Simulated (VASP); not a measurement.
Here is a VASP 6.6.1 calculation.

INCAR

```
ALGO = Normal
EDIFF = 1E-7
EDIFFG = -0.04
ENCUT = 560
GGA = PS
GGA_COMPAT = False
IBRION = 2
ISIF = 3
ISMEAR = 0
ISYM = -1
LASPH = True
LCHARG = False
LREAL = Auto
LWAVE = False
NELM = 120
NELMIN = 4
NSW = 70
PREC = Accurate
SIGMA = 0.1
```

KPOINTS

```
explicit points
4
Reciprocal
  0.25000000   0.25000000   0.25000000 2
  0.25000000   0.25000000   0.75000000 2
  0.25000000   0.75000000   0.25000000 2
  0.25000000   0.75000000   0.75000000 2
```

The input POSCAR:

```
AlInGaBAs4
1.0
   -5.4559600400      5.4559600400      0.0000000000
   -5.4559600400      0.0000000000      5.4559600400
    0.0000000000      5.4559600400      5.4559600400
B Al Ga As In
2 2 2 8 2
Direct
    0.9979905528      0.0020864046      0.4979430747
    0.5000413441      0.9986646682      0.4946021521
    0.4964792819      0.0008319683      0.0041081359
    0.0026125079      0.4964002894      0.9941601378
    0.9985154316      0.5008155557      0.5038057558
    0.5000253276      0.5013478767      0.4979092180
    0.8735685867      0.8758422854      0.3748612231
    0.3739592477      0.8744402862      0.3762333474
    0.8733561439      0.3773824412      0.3739373508
    0.8745462626      0.8747238837      0.8766816777
    0.3779175798      0.3738879672      0.3701768238
    0.3769975189      0.8804582872      0.8708681593
    0.8753436841      0.3749233717      0.8699056290
    0.3742492865      0.3725496682      0.8750678305
    0.9975803558      0.0033798925      0.0043929189
    0.5036705209      0.4985657850      0.9960314682
```

Potentials or basis: VASP PAW PBE potentials, release 64 (B, Al, Ga_d, As, In_d).

The run is started by

```console
$ cat potpaw_PBE.64/B/POTCAR potpaw_PBE.64/Al/POTCAR potpaw_PBE.64/Ga_d/POTCAR potpaw_PBE.64/As/POTCAR potpaw_PBE.64/In_d/POTCAR > POTCAR
$ mpirun -np 1 vasp_std > vasp.out
```

**Question.** Estimate the band gap on the k mesh.

**Answer.** 0.70 eV.

**Question.** Predict the space group after relaxing (to 0.1 Å).

**Answer.** P1 (No. 1).

**Question.** Predict the relaxed cell.

**Answer.** a = 7.762 Å, b = 7.801 Å, c = 7.863 Å, α = 61.00°, β = 61.30°, γ = 61.16°.

**Question.** Estimate the relaxed volume.

**Answer.** 21.59 Å³/atom.

The path:
| step | energy change (eV) | largest force (eV/Å) | pressure (GPa) | volume (Å³) |
| --- | --- | --- | --- | --- |
| 1 | 0.0000 | 4.5700 | 9.25 | 324.82 |
| 2 | -2.2953 | 1.1257 | -5.66 | 383.03 |
| 3 | -2.5261 | 1.5936 | -3.14 | 367.35 |
| 4 | -3.2283 | 0.8658 | -1.26 | 353.50 |
| 5 | -3.3712 | 0.4616 | 0.50 | 344.12 |
| 6 | -3.3724 | 0.4370 | 0.35 | 344.92 |
| 7 | -3.4272 | 0.2212 | -0.01 | 345.80 |
| 8 | -3.4272 | 0.2200 | -0.03 | 345.83 |
| 9 | -3.4356 | 0.0942 | -0.04 | 345.76 |
| 10 | -3.4356 | 0.0992 | -0.04 | 345.75 |
| 11 | -3.4379 | 0.0678 | 0.01 | 345.44 |
| 12 | -3.4383 | 0.0673 | 0.05 | 345.25 |
| 13 | -3.4400 | 0.0655 | 0.01 | 345.47 |
| 14 | -3.4410 | 0.0743 | -0.08 | 345.81 |
| 15 | -3.4421 | 0.0606 | -0.04 | 345.62 |
| 16 | -3.4431 | 0.0618 | 0.03 | 345.33 |
| 17 | -3.4431 | 0.0659 | 0.05 | 345.23 |
| 18 | -3.4439 | 0.0339 | 0.01 | 345.39 |

Caveat: semilocal functionals underestimate gaps, and a narrow one can read as zero; the PAW data sets were made with another functional, which shifts forces and pressure a little; spin-orbit coupling is left out, which moves the levels of the heavy elements; a shifted mesh leaves out Γ, where band edges can lie. A k mesh can miss the band edges.
